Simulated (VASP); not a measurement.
# Cu3O2 (I4/mmm) in VASP: notebook

The runs below take Cu3O2 through single point, with PBEsol.

Everything below comes from runs of VASP 6.6.1. Logs are shortened: lines on timing, memory, paths and dates and some standing lists are left out, and cuts for length are marked.

## (1) The cell of the first run

Symmetry: I4/mmm, No. 139, tetragonal system. The conventional cell has a = 3.811 Å, b = 3.811 Å, c = 7.261 Å, α = 90.00°, β = 90.00°, γ = 90.00°. Cu (site symmetry -4m2) has 2 O at 1.82 Å within 2.4 Å. Cu (site symmetry 4/mmm) has 4 O at 1.91 Å within 2.5 Å. O (site symmetry mmm) has 4 Cu at 1.82 to 1.91 Å within 2.4 Å.

## (2) Single point, PBEsol (strain -0.0400 x Voigt [1, 1, 0, 0, 0, 0])

INCAR

```
SYSTEM = Cu3O2
  ALGO = Normal
  EDIFF = 1E-6
  ENCUT = 520
  GGA = PS
  ISIF = 2
  ISMEAR = 0
  LASPH = .True.
  LCHARG = .False.
  LREAL = .False.
  LWAVE = .False.
  NBANDS = 30
  NELM = 60
  PREC = Accurate
  SIGMA = 0.15
```

KPOINTS

```
k-points
0
Gamma
  16 16 16
  0 0 0
```

POSCAR

```
Cu3O2
1.0
   -1.9052986071      1.9052986071      3.6304514900
    1.9052986071     -1.9052986071      3.6304514900
    1.9052986071      1.9052986071     -3.6304514900
Cu O
3 2
Direct
    0.2500000000      0.7500000000      0.5000000000
    0.7500000000      0.2500000000      0.5000000000
    0.0000000000      0.0000000000      0.0000000000
    0.0000000000      0.5000000000      0.5000000000
    0.5000000000      0.0000000000      0.5000000000
```

Potentials or basis: VASP PAW PBE potentials, release 64 (Cu, O).

Launch:

```
> cat potpaw_PBE.64/Cu/POTCAR potpaw_PBE.64/O/POTCAR > POTCAR
> mpirun -np 1 vasp_std > vasp.out
```

OUTCAR:

```text
SYSTEM = Cu3O2
   EDIFF = 1E-6
   ENCUT = 520
   GGA = PS
   ISIF = 2
   ISMEAR = 0
   LASPH = .True.
   LREAL = .False.
   NELM = 60
   PREC = Accurate

 ion  position               nearest neighbor table
   1  0.250  0.750  0.500-   4 1.82   5 1.82   3 2.63   3 2.63   3 2.63   3 2.63   2 2.69   2 2.69
                             2 2.69   2 2.69
   2  0.750  0.250  0.500-   4 1.82   5 1.82   3 2.63   3 2.63   3 2.63   3 2.63   1 2.69   1 2.69
                             1 2.69   1 2.69
   3  0.000  0.000  0.000-   4 1.91   5 1.91   4 1.91   5 1.91   1 2.63   2 2.63   1 2.63   2 2.63
                             2 2.63   2 2.63   1 2.63   1 2.63
   4  0.000  0.500  0.500-   1 1.82   2 1.82   3 1.91   3 1.91
   5  0.500  0.000  0.500-   1 1.82   2 1.82   3 1.91   3 1.91

  LATTYP: Found a body centered tetragonal cell.
 ALAT       =     3.8105972142
 C/A-ratio  =     1.9054501360

  Lattice vectors:

 A1 = (  -1.9052986071,   1.9052986071,   3.6304514900)
 A2 = (   1.9052986071,  -1.9052986071,   3.6304514900)
 A3 = (   1.9052986071,   1.9052986071,  -3.6304514900)

Analysis of symmetry for initial positions (statically):
=====================================================================
 Subroutine PRICEL returns:
 Original cell was already a primitive cell.

 Routine SETGRP: Setting up the symmetry group for a
 body centered tetragonal supercell.

 Subroutine GETGRP returns: Found 16 space group operations
 (whereof 16 operations were pure point group operations)
 out of a pool of 16 trial point group operations.

The static configuration has the point symmetry D_4h.

Analysis of symmetry for dynamics (positions and initial velocities):
=====================================================================
 Subroutine PRICEL returns:
 Original cell was already a primitive cell.

 Routine SETGRP: Setting up the symmetry group for a
 body centered tetragonal supercell.

 Subroutine GETGRP returns: Found 16 space group operations
 (whereof 16 operations were pure point group operations)
 out of a pool of 16 trial point group operations.

The dynamic configuration has the point symmetry D_4h.

 Subroutine INISYM returns: Found 16 space group operations
 (whereof 16 operations are pure point group operations),
 and found     1 'primitive' translations

----------------------------------------------------------------------------------------

[... 94 lines left out ...]
   LSORBIT =      F    spin-orbit coupling
   LASPH  =      T    aspherical Exc in radial PAW
   ENCUT  =  520.0 eV  38.22 Ry    6.18 a.u.   8.41  8.41  8.41*2*pi/ulx,y,z
   NELM   =     60;   NELMIN=  2; NELMDL= -5     # of ELM steps
   EDIFF  = 0.1E-05   stopping-criterion for ELM
   LREAL  =      F    real-space projection
   EDIFFG = 0.1E-04   stopping-criterion for IOM
   NSW    =      0    number of steps for IOM
   IBRION =     -1    ionic relax: 0-MD 1-quasi-New 2-CG
   NFREE  =      0    steps in history (QN), initial steepest desc. (CG)
   ISIF   =      2    stress and relaxation
   ISYM   =      2    0-nonsym 1-usesym 2-fastsym
   POTIM  = 0.5000    time-step for ionic-motion
   TEBEG  =    0.0;   TEEND  =   0.0 temperature during run
   PSTRESS=    0.0 pullay stress
   NELECT =      45.0000    total number of electrons
   NUPDOWN=      -1.0000    fix difference up-down
   EMIN   =  10.00;   EMAX   =-10.00  energy-range for DOS
   EFERMI =   0.00;   METHOD = LEGACY
   ISMEAR =     0;   SIGMA  =   0.15  broadening in eV -4-tet -1-fermi 0-gaus
   EFERMI_NEDOS =   21; number of points for ismear=-14 and -15
   IALGO  =     38    algorithm
   IMIX   =      4    mixing-type and parameters
     AMIX     =   0.40;   BMIX     =  1.00
     AMIX_MAG =   1.60;   BMIX_MAG =  1.00
  volume/ion in A,a.u.               =      10.54        71.15
  Fermi-wavevector in a.u.,A,eV,Ry     =   1.552971  2.934690 32.813440  2.411720
  Thomas-Fermi vector in A             =   2.657270
   LORBIT       =      0    0 simple, 1 ext, 2 COOP (PROOUT), +10 PAW based schemes
   GGA     = PS    functional components
   LHFCALC =     F    Hartree Fock is set to
   AEXX    =    0.0000 exact exchange contribution
   IVDW    =     0    specifies the selected vdW correction
   LEPSILON=     F    determine dielectric tensor
   LRPA    =     F    only Hartree local field effects (RPA)
 non-spin polarized calculation
 Gauss-broadening in eV      SIGMA  =   0.15
  energy-cutoff  :      520.00
  volume of cell :       52.72
 maximum number of plane-waves:      1438
 NGX is ok and might be reduce to    36
   NGX = 17   NGY = 17   NGZ = 17

 number of electron      45.0000021 magnetization

 Free energy of the ion-electron system (eV)
  ---------------------------------------------------
  ext. energy  EPLUGINS =         0.00000000
  ---------------------------------------------------
  free energy    TOTEN  =       -24.81262974 eV

  energy without entropy =      -24.79569801  energy(sigma->0) =      -24.80416388

 E-fermi :   5.8317     XC(G=0): -12.1778

 val. band max:        5.8314904808   @ k =   0.1250   0.0625   0.0625
 cond. band min:       5.8358888085   @ k =   0.4375   0.0625   0.0625
 fundamental gap:      0.0043983276
 Fermi energy:         5.8317073903

 k-point     1 :       0.0000    0.0000    0.0000
  band No.  band energies     occupation
      1     -14.2371      2.00000
      2     -12.5861      2.00000
      3      -1.3165      2.00000
      4      -0.6104      2.00000
      5      -0.6104      2.00000
      6      -0.0302      2.00000
[... 781 lines left out ...]
     29      16.8339      0.00000
     30      17.2643      0.00000

 [... further k-points ...]
[... 5 lines left out ...]
  --------------------------------------------------------------------------------------
  -------------------------------------------------------------------------------------
  Total        4.3216063      4.3216063      3.2987716      0.0000000      0.0000000      0.0000000
  in kB      131.3436424    131.3436424    100.2573232      0.0000000      0.0000000      0.0000000
  external PRESSURE =     120.9815360 kB  Pullay stress =       0.0000000 kB

 VOLUME and BASIS-vectors are now :
 -----------------------------------------------------------------------------
  energy-cutoff  :      520.00
  volume of cell :       52.72
      direct lattice vectors                 reciprocal lattice vectors
    -1.905298607  1.905298607  3.630451490     0.000000000  0.262426057  0.137723917
     1.905298607 -1.905298607  3.630451490     0.262426057  0.000000000  0.137723917
     1.905298607  1.905298607 -3.630451490     0.262426057  0.262426057  0.000000000

 POSITION                                       TOTAL-FORCE (eV/Angst)
 -----------------------------------------------------------------------------------
      1.90530     -0.00000      1.81523         0.000000      0.000000     -0.000000
     -0.00000      1.90530      1.81523        -0.000000     -0.000000      0.000000
      0.00000      0.00000      0.00000         0.000000      0.000000     -0.000000
      1.90530      0.00000      0.00000         0.000000      0.000000     -0.000000
      0.00000      1.90530      0.00000         0.000000      0.000000     -0.000000
 -----------------------------------------------------------------------------------
    total drift:                                0.000000      0.000000      0.000000

  FREE ENERGIE OF THE ION-ELECTRON SYSTEM (eV)
  ---------------------------------------------------
  free  energy   TOTEN  =       -24.8126297365 eV

  energy  without entropy=      -24.7956980139  energy(sigma->0) =      -24.80416388
```

OSZICAR:

```text
N       E                     dE             d eps       ncg     rms          rms(c)
DAV:   1     0.435243324040E+03    0.43524E+03   -0.20935E+04 21916   0.243E+03
DAV:   2     0.349578030990E+02   -0.40029E+03   -0.37580E+03 21114   0.454E+02
DAV:   3    -0.289714375437E+02   -0.63929E+02   -0.60480E+02 26806   0.205E+02
DAV:   4    -0.321583925660E+02   -0.31870E+01   -0.31645E+01 28760   0.511E+01
DAV:   5    -0.321938786150E+02   -0.35486E-01   -0.35476E-01 28098   0.560E+00    0.197E+01
DAV:   6    -0.284133760766E+02    0.37805E+01   -0.55376E+01 29556   0.172E+02    0.135E+01
DAV:   7    -0.247753094352E+02    0.36381E+01   -0.16066E+01 26626   0.116E+02    0.326E+00
DAV:   8    -0.249054249378E+02   -0.13012E+00   -0.22559E+00 31946   0.200E+01    0.212E+00
DAV:   9    -0.248459024685E+02    0.59522E-01   -0.13710E-01 33734   0.144E+01    0.152E+00
DAV:  10    -0.248178820011E+02    0.28020E-01   -0.91494E-02 34830   0.110E+01    0.560E-01
DAV:  11    -0.248158936373E+02    0.19884E-02   -0.16860E-02 30862   0.154E+00    0.509E-01
DAV:  12    -0.248126226800E+02    0.32710E-02   -0.11300E-02 32954   0.131E+00    0.913E-02
DAV:  13    -0.248126482514E+02   -0.25571E-04   -0.95643E-04 28420   0.372E-01    0.606E-02
DAV:  14    -0.248126305689E+02    0.17683E-04   -0.14679E-04 32326   0.244E-01    0.114E-02
DAV:  15    -0.248126297137E+02    0.85513E-06   -0.24914E-05 32042   0.838E-02    0.237E-03
DAV:  16    -0.248126297365E+02   -0.22781E-07   -0.31251E-07 13980   0.181E-02
   1 F= -.24812630E+02 E0= -.24804164E+02  d E =-.169317E-01
```

stdout:

```text
POSCAR found type information on POSCAR CuO
 POSCAR found :  2 types and       5 ions
 scaLAPACK will be used
 -----------------------------------------------------------------------------
|                                                                             |
|                                                                             |
|     You enforced a specific xc type in the INCAR file but a different       |
|     I HOPE YOU KNOW WHAT YOU ARE DOING!                                     |
|                                                                             |
 -----------------------------------------------------------------------------

 LDA part: xc-table for (Slater+PW92), standard interpolation
 POSCAR, INCAR and KPOINTS ok, starting setup
 FFT: planning ... GRIDC
 FFT: planning ... GRID_SOFT
 FFT: planning ... GRID
 WAVECAR not read
 entering main loop
```

Wall time 11 min (1 thread of Intel Xeon 6975P-C, shared host); peak memory 0.54 GiB.

Results:

```yaml
Free_energy: -24.8126 eV
Pressure: 12.1 GPa
```

Caveat: the cell differs from its parent crystal (strain -0.0400 x Voigt [1, 1, 0, 0, 0, 0]); the PAW data sets were made with another functional, which shifts forces and pressure a little; an odd number of electrons without spin polarisation forces a metal; a magnetic or distorted state may lie lower.

## (3) Single point, PBEsol (strain -0.0200 x Voigt [1, 1, 0, 0, 0, 0])

INCAR

```
PREC     = Accurate       # precision mode
ENCUT    = 520            # plane-wave cutoff, eV
EDIFF    = 1E-6           # SCF threshold, eV
ISMEAR   = 0              # smearing method
SIGMA    = 0.15           # smearing width, eV
LREAL    = F              # projectors in reciprocal space
LASPH    = T              # aspherical terms in the spheres
NELM     = 80             # most SCF steps
ALGO     = Normal         # electronic algorithm
ISIF     = 2              # what is computed and relaxed
LWAVE    = F              # write WAVECAR
LCHARG   = F              # write CHGCAR
GGA      = PS             # functional
NBANDS   = 30             # bands
```

KPOINTS

```
Automatic mesh
0
Gamma
  16 16 16
```

Edit POSCAR of step 2 so:

```diff
@@ -2,5 +2,5 @@
 1.0
-   -1.9052986071      1.9052986071      3.6304514900
-    1.9052986071     -1.9052986071      3.6304514900
-    1.9052986071      1.9052986071     -3.6304514900
+   -1.9449923281      1.9449923281      3.6304514900
+    1.9449923281     -1.9449923281      3.6304514900
+    1.9449923281      1.9449923281     -3.6304514900
 Cu O
```

Potentials or basis: VASP PAW PBE potentials, release 64 (Cu, O).

Launch:

```
> cat potpaw_PBE.64/Cu/POTCAR potpaw_PBE.64/O/POTCAR > POTCAR
> mpirun -np 1 vasp_std > vasp.out
```

Wall time 11 min (1 thread of Intel Xeon 6975P-C, shared host); peak memory 0.56 GiB.

The run converged. Its results:

```yaml
Free_energy: -24.9458 eV
Pressure: 5.8 GPa
```

Stress tensor (GPa, compression positive):
```
5.96 0.00 0.00
0.00 5.96 0.00
0.00 0.00 5.50
```

Levels at points of the mesh, in eV from the Fermi level:
```tsv
k point	band 20	band 21	band 22	band 23	band 24	band 25	band 26	band 27
(0.00, 0.00, 0.00)	-1.59	-1.02	-1.02	0.42	0.48	5.15	5.15	7.32
(0.50, 0.00, 0.00)	-1.46	-1.10	-0.67	-0.22	2.77	3.27	8.41	8.52
(0.50, 0.50, 0.00)	-0.61	-0.52	-0.25	0.07	1.51	3.58	3.83	7.87
(0.50, 0.50, 0.50)	-1.59	-1.38	-0.45	-0.45	3.71	4.70	6.39	6.39
```

Caveat: the cell differs from its parent crystal (strain -0.0200 x Voigt [1, 1, 0, 0, 0, 0]); the PAW data sets were made with another functional, which shifts forces and pressure a little; an odd number of electrons without spin polarisation forces a metal; a magnetic or distorted state may lie lower.
